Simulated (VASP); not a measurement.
Sb, 1 atom in the cell. The structure is cubic, space group Im-3m (No. 229). The conventional cell has a = 3.743 Å, b = 3.743 Å, c = 3.743 Å, α = 90.00°, β = 90.00°, γ = 90.00°. Within 4.3 Å of Sb (site symmetry m-3m) lie 14 Sb at 3.24 to 3.74 Å. 

* Program: VASP 6.6.1
* Task: single point
* Functional: r2SCAN
* Potentials or basis: VASP PAW PBE potentials, release 64 (Sb)
* Cutoff: 520 eV
* k mesh: 8 × 8 × 8
* Occupations: fermi-dirac, width 0.05 eV
* Spin: no spin polarisation
* Dipole correction: no
* Further INCAR settings: ALGO = Normal; EDIFF = 1e-06; NBANDS = 8

Potentials or basis: VASP PAW PBE potentials, release 64 (Sb).

Launch:

```console
$ cat potpaw_PBE.64/Sb/POTCAR > POTCAR
$ cp INCAR.step1 INCAR
$ mpirun -np 1 vasp_std > vasp.out
$ cp INCAR.step2 INCAR
$ mpirun -np 1 vasp_std > vasp.out
```

Hardware: 1 thread of Intel Xeon 6975P-C, with other jobs on the host.

Question: How long does it take, and how much memory?

Answer: Wall time 12 s on 1 thread of Intel Xeon 6975P-C (shared host), peak memory 0.14 GiB. Counts: k points 29.
